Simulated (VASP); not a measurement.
# GaN (P6_3mc) in VASP: single point with r2SCAN

Aim: the single point of GaN with r2SCAN.

All numbers are computed with VASP 6.6.1; they aren't measurements. Logs are shortened: lines on timing, memory, paths and dates and some standing lists are left out, and cuts for length are marked.

## (1) The cell of the first run

It takes space group P6_3mc (No. 186, hexagonal). Conventional cell: a = 3.183 Å, b = 3.183 Å, c = 5.186 Å, α = 90.00°, β = 90.00°, γ = 120.00°. Within 2.4 Å of Ga (site symmetry 3m) lie 3 N at 1.84 Å. N (site symmetry 3m) has 3 Ga at 1.84 Å within 2.4 Å.

## (2) Single point, r2SCAN (atoms displaced along a vibrational mode)

Input file POSCAR:

```
GaN
1.0
    3.1828215348      0.0000000000      0.0000000000
   -1.5914107674      2.7564043048      0.0000000000
    0.0000000000      0.0000000000      5.1856745519
Ga N
2 2
Direct
    0.3333333333      0.6666666667     -0.0553305644
    0.6666666667      0.3333333333      0.4446694356
    0.3333333333      0.6666666667      0.4323305644
    0.6666666667      0.3333333333      0.9323305644
```

Input file INCAR.step1:

```
SYSTEM = GaN
PREC = Accurate ; ENCUT = 520
ISMEAR = 0 ; SIGMA = 0.01
LREAL = .False. ; LASPH = .True.
NELM = 100 ; NBANDS = 26
GGA = PE ; ALGO = Normal
EDIFF = 1E-4 ; LWAVE = .True.
LCHARG = .False.
```

Input file INCAR.step2:

```
SYSTEM = GaN
PREC = Accurate ; ENCUT = 520
EDIFF = 1E-6 ; ISMEAR = 0
SIGMA = 0.01 ; LREAL = .False.
LASPH = .True. ; NELM = 100
ALGO = Normal ; ISIF = 2
LWAVE = .False. ; LCHARG = .False.
METAGGA = R2SCAN ; LMIXTAU = .True.
NBANDS = 26 ; ISTART = 1
```

Input file KPOINTS:

```
regular mesh
0
Gamma
  12 12 6
  0 0 0
```

Potentials or basis: VASP PAW PBE potentials, release 64 (Ga_d, N).

Started as:

```sh
$ cat potpaw_PBE.64/Ga_d/POTCAR potpaw_PBE.64/N/POTCAR > POTCAR
$ cp INCAR.step1 INCAR
$ mpirun -np 1 vasp_std > vasp.out
$ cp INCAR.step2 INCAR
$ mpirun -np 1 vasp_std > vasp.out
```

OUTCAR:

```text
SYSTEM = GaN
   PREC = Accurate
   ENCUT = 520
   EDIFF = 1E-6
   ISMEAR = 0
   LREAL = .False.
   LASPH = .True.
   NELM = 100
   ISIF = 2
   METAGGA = R2SCAN
   ISTART = 1

 ion  position               nearest neighbor table
   1  0.333  0.667  0.945-   4 1.84   4 1.84   4 1.84
   2  0.667  0.333  0.445-   3 1.84   3 1.84   3 1.84
   3  0.333  0.667  0.432-   2 1.84   2 1.84   2 1.84
   4  0.667  0.333  0.932-   1 1.84   1 1.84   1 1.84

  LATTYP: Found a hexagonal cell.
 ALAT       =     3.1828215348
 C/A-ratio  =     1.6292696575

  Lattice vectors:

 A1 = (   3.1828215348,   0.0000000000,   0.0000000000)
 A2 = (  -1.5914107674,   2.7564043048,   0.0000000000)
 A3 = (   0.0000000000,   0.0000000000,   5.1856745519)

Analysis of symmetry for initial positions (statically):
=====================================================================
 Subroutine PRICEL returns:
 Original cell was already a primitive cell.

 Routine SETGRP: Setting up the symmetry group for a
 hexagonal supercell.

 Subroutine GETGRP returns: Found 12 space group operations
 (whereof  6 operations were pure point group operations)
 out of a pool of 24 trial point group operations.

The static configuration has the point symmetry C_3v.
 The point group associated with its full space group is C_6v.

Analysis of symmetry for dynamics (positions and initial velocities):
=====================================================================
 Subroutine PRICEL returns:
 Original cell was already a primitive cell.

 Routine SETGRP: Setting up the symmetry group for a
 hexagonal supercell.

 Subroutine GETGRP returns: Found 12 space group operations
 (whereof  6 operations were pure point group operations)
 out of a pool of 24 trial point group operations.

The dynamic configuration has the point symmetry C_3v.
 The point group associated with its full space group is C_6v.

 Subroutine INISYM returns: Found 12 space group operations
 (whereof  6 operations are pure point group operations),
 and found     1 'primitive' translations

----------------------------------------------------------------------------------------

                                     Primitive cell

  volume of cell :      45.4947

  direct lattice vectors                    reciprocal lattice vectors
     3.182821535  0.000000000  0.000000000     0.314186639  0.181395741  0.000000000
    -1.591410767  2.756404305  0.000000000     0.000000000  0.362791481  0.000000000
     0.000000000  0.000000000  5.185674552     0.000000000  0.000000000  0.192838943

  length of vectors
     3.182821535  3.182821535  5.185674552     0.362791481  0.362791481  0.192838943

  position of ions in fractional coordinates (direct lattice)
     0.333333333  0.666666667  0.944669436
     0.666666667  0.333333333  0.444669436
     0.333333333  0.666666667  0.432330564
     0.666666667  0.333333333  0.932330564

  ion indices of the primitive-cell ions
   primitive index   ion index
                 1           1
                 2           2
                 3           3
                 4           4

----------------------------------------------------------------------------------------

 KPOINTS: regular mesh

Automatic generation of k-mesh.
 Grid dimensions read from file:
 generate k-points for:   12   12    6

 Generating k-lattice:

  Cartesian coordinates                     Fractional coordinates (reciprocal lattice)
     0.026182220  0.015116312  0.000000000     0.083333333  0.000000000  0.000000000
     0.000000000  0.030232623  0.000000000     0.000000000  0.083333333  0.000000000
     0.000000000  0.000000000  0.032139824     0.000000000  0.000000000  0.166666667

  Length of vectors
     0.030232623  0.030232623  0.032139824

  Shift w.r.t. Gamma in fractional coordinates (k-lattice)
     0.000000000  0.000000000  0.000000000

 Subroutine IBZKPT returns following result:
 ===========================================

 Found     76 irreducible k-points:

 Following reciprocal coordinates:
            Coordinates               Weight
  0.000000  0.000000  0.000000      1.000000
  0.083333  0.000000  0.000000      6.000000
  0.166667  0.000000  0.000000      6.000000
  0.250000  0.000000  0.000000      6.000000
  0.333333  0.000000  0.000000      6.000000
  0.416667  0.000000  0.000000      6.000000
[... 16 lines left out ...]
  0.250000  0.000000  0.166667     12.000000
  0.333333  0.000000  0.166667     12.000000
 [... further k-points ...]
   k-points           NKPTS =     76   k-points in BZ     NKDIM =     76   number of bands    NBANDS=     26
   number of dos      NEDOS =    301   number of ions     NIONS =      4
   total plane-waves  NPLWV =  23040
   dimension x,y,z NGX =    24 NGY =   24 NGZ =   40
   dimension x,y,z NGXF=    48 NGYF=   48 NGZF=   80
   ions per type =               2   2
   NGX,Y,Z   is equivalent  to a cutoff of  12.54, 12.54, 12.82 a.u.
   NGXF,Y,Z  is equivalent  to a cutoff of  25.07, 25.07, 25.65 a.u.
 SYSTEM =  GaN
   PREC   = accura    normal or accurate (medium, high low for compatibility)
   ISTART =      1    job   : 0-new  1-cont  2-samecut
   ICHARG =      0    charge: 1-file 2-atom 10-const
   ISPIN  =      1    spin polarized calculation?
   LNONCOLLINEAR =      F non collinear calculations
   LSORBIT =      F    spin-orbit coupling
   LASPH  =      T    aspherical Exc in radial PAW
   ENCUT  =  520.0 eV  38.22 Ry    6.18 a.u.   5.92  5.92  9.64*2*pi/ulx,y,z
   NELM   =    100;   NELMIN=  2; NELMDL=  0     # of ELM steps
   EDIFF  = 0.1E-05   stopping-criterion for ELM
   LREAL  =      F    real-space projection
   EDIFFG = 0.1E-04   stopping-criterion for IOM
   NSW    =      0    number of steps for IOM
   IBRION =     -1    ionic relax: 0-MD 1-quasi-New 2-CG
   NFREE  =      0    steps in history (QN), initial steepest desc. (CG)
   ISIF   =      2    stress and relaxation
   ISYM   =      2    0-nonsym 1-usesym 2-fastsym
   POTIM  = 0.5000    time-step for ionic-motion
   TEBEG  =    0.0;   TEEND  =   0.0 temperature during run
   PSTRESS=    0.0 pullay stress
   NELECT =      36.0000    total number of electrons
   NUPDOWN=      -1.0000    fix difference up-down
   EMIN   =  10.00;   EMAX   =-10.00  energy-range for DOS
   EFERMI =   0.00;   METHOD = LEGACY
   ISMEAR =     0;   SIGMA  =   0.01  broadening in eV -4-tet -1-fermi 0-gaus
   EFERMI_NEDOS =   21; number of points for ismear=-14 and -15
   IALGO  =     38    algorithm
   IMIX   =      4    mixing-type and parameters
     AMIX     =   0.40;   BMIX     =  1.00
     AMIX_MAG =   1.60;   BMIX_MAG =  1.00
  volume/ion in A,a.u.               =      11.37        76.75
  Fermi-wavevector in a.u.,A,eV,Ry     =   1.514220  2.861460 31.196265  2.292861
  Thomas-Fermi vector in A             =   2.623906
   LORBIT       =      0    0 simple, 1 ext, 2 COOP (PROOUT), +10 PAW based schemes
   METAGGA = R2SCAN    functional components
   LHFCALC =     F    Hartree Fock is set to
   AEXX    =    0.0000 exact exchange contribution
   IVDW    =     0    specifies the selected vdW correction
   LEPSILON=     F    determine dielectric tensor
   LRPA    =     F    only Hartree local field effects (RPA)
 non-spin polarized calculation
 Gauss-broadening in eV      SIGMA  =   0.01
  energy-cutoff  :      520.00
  volume of cell :       45.49
 maximum number of plane-waves:      1248
 NGX is ok and might be reduce to    24
   NGX = 11   NGY = 11   NGZ = 19

 number of electron      36.0000006 magnetization

 Free energy of the ion-electron system (eV)
  ---------------------------------------------------
  ext. energy  EPLUGINS =         0.00000000
  ---------------------------------------------------
  free energy    TOTEN  =       -42.64579460 eV

  energy without entropy =      -42.64579460  energy(sigma->0) =      -42.64579460

 E-fermi :   5.3622     XC(G=0): -12.6293

 val. band max:        5.3084744713   @ k =   0.0833   0.0000   0.0000
 cond. band min:       7.6874764515   @ k =   0.0000   0.0000   0.0000
 fundamental gap:      2.3790019802
 Fermi energy:         5.3621997958

 k-point     1 :       0.0000    0.0000    0.0000
  band No.  band energies     occupation
      1     -12.0461      2.00000
      2     -11.2327      2.00000
      3      -8.9496      2.00000
      4      -8.9496      2.00000
      5      -8.9444      2.00000
      6      -8.9443      2.00000
[... 18 lines left out ...]
     25      17.1912      0.00000
     26      17.7666      0.00000

 k-point     2 :       0.0833    0.0000    0.0000
  band No.  band energies     occupation
      1     -11.9704      2.00000
      2     -11.1898      2.00000
      3      -8.9520      2.00000
      4      -8.9382      2.00000
      5      -8.9267      2.00000
      6      -8.9223      2.00000
[... 18 lines left out ...]
     25      17.2118      0.00000
     26      17.4855      0.00000

 k-point     3 :       0.1667    0.0000    0.0000
  band No.  band energies     occupation
      1     -11.7606      2.00000
      2     -11.0774      2.00000
      3      -8.9473      2.00000
      4      -8.9136      2.00000
      5      -8.8634      2.00000
      6      -8.8610      2.00000
[... 18 lines left out ...]
     25      16.9091      0.00000
     26      18.3053      0.00000

 k-point     4 :       0.2500    0.0000    0.0000
  band No.  band energies     occupation
      1     -11.4706      2.00000
      2     -10.9376      2.00000
      3      -8.9167      2.00000
      4      -8.8586      2.00000
      5      -8.7766      2.00000
      6      -8.7735      2.00000
[... 18 lines left out ...]
     25      18.1820      0.00000
     26      19.4615      0.00000
[... 496 lines left out ...]
      1     -11.7032      2.00000
      2     -11.1078      2.00000
      3      -8.9462      2.00000
      4      -8.9170      2.00000
      5      -8.8657      2.00000
      6      -8.8629      2.00000
[... 18 lines left out ...]
     25      16.8956      0.00000
     26      18.0318      0.00000

 k-point    23 :       0.2500    0.0000    0.1667
  band No.  band energies     occupation
      1     -11.4219      2.00000
      2     -10.9579      2.00000
      3      -8.9151      2.00000
      4      -8.8643      2.00000
      5      -8.7796      2.00000
      6      -8.7757      2.00000
[... 18 lines left out ...]
     25      18.1151      0.00000
     26      18.9821      0.00000

 k-point    24 :       0.3333    0.0000    0.1667
  band No.  band energies     occupation
      1     -11.1483      2.00000
      2     -10.8299      2.00000
      3      -8.8669      2.00000
      4      -8.7902      2.00000
      5      -8.7350      2.00000
      6      -8.6990      2.00000
[... 18 lines left out ...]
     25      19.0683      0.00000
     26      19.3024      0.00000

 [... further k-points ...]

------------------------ aborting loop because EDIFF is reached ----------------------------------------

  FORCE on cell =-STRESS in cart. coord.  units (eV):
  Direction    XX          YY          ZZ          XY          YZ          ZX
  --------------------------------------------------------------------------------------
  -------------------------------------------------------------------------------------
  Total        5.0540969      5.0540969     -0.3574657      0.0000000     -0.0000000      0.0000000
  in kB      177.9892143    177.9892143    -12.5888039      0.0000000     -0.0000000      0.0000000
  external PRESSURE =     114.4632082 kB  Pullay stress =       0.0000000 kB

 VOLUME and BASIS-vectors are now :
 -----------------------------------------------------------------------------
  energy-cutoff  :      520.00
  volume of cell :       45.49
      direct lattice vectors                 reciprocal lattice vectors
     3.182821535  0.000000000  0.000000000     0.314186639  0.181395741  0.000000000
    -1.591410767  2.756404305  0.000000000     0.000000000  0.362791481  0.000000000
     0.000000000  0.000000000  5.185674552     0.000000000  0.000000000  0.192838943

 POSITION                                       TOTAL-FORCE (eV/Angst)
 -----------------------------------------------------------------------------------
     -0.00000      1.83760      4.89875         0.000000      0.000000      0.364580
      1.59141      0.91880      2.30591        -0.000000     -0.000000      0.364580
     -0.00000      1.83760      2.24193         0.000000     -0.000000     -0.364580
      1.59141      0.91880      4.83476        -0.000000      0.000000     -0.364580
 -----------------------------------------------------------------------------------
    total drift:                               -0.000002     -0.000003      0.009417

  FREE ENERGIE OF THE ION-ELECTRON SYSTEM (eV)
  ---------------------------------------------------
  free  energy   TOTEN  =       -42.6457945972 eV

  energy  without entropy=      -42.6457945972  energy(sigma->0) =      -42.64579460
```

Wall time 4.6 min (1 thread of Intel Xeon 8259CL, shared host); peak memory 0.22 GiB.

Results:

| Item | Value |
| --- | --- |
| Free energy | -42.6458 eV |
| Pressure | 11.4 GPa |
| Largest force | 0.365 eV/Å |
| Band gap on the k mesh | 2.38 eV |

Forces in eV/Å, atoms in the order of the input:
```
Ga   0.000  0.000  0.365
Ga   0.000  0.000  0.365
N    0.000  0.000 -0.365
N    0.000  0.000 -0.365
```

Levels at points of the mesh, in eV from the valence-band top:
```
           k point  band 16  band 17  band 18  band 19  band 20  band 21
(0.00, 0.00, 0.00)    -0.58    -0.58     0.00     2.38     4.01     9.88
(0.50, 0.00, 0.00)    -3.26    -2.26    -1.21     5.07     5.96     6.41
(0.00, 0.00, 0.50)    -0.93    -0.93    -0.93     4.44     4.44     8.81
(0.50, 0.00, 0.50)    -2.88    -1.10    -1.10     4.92     4.92     6.98
```

Caveat: the cell differs from its parent crystal (atoms displaced along a vibrational mode); the cell stands under pressure; the PAW data sets were made with another functional, which shifts forces and pressure a little.
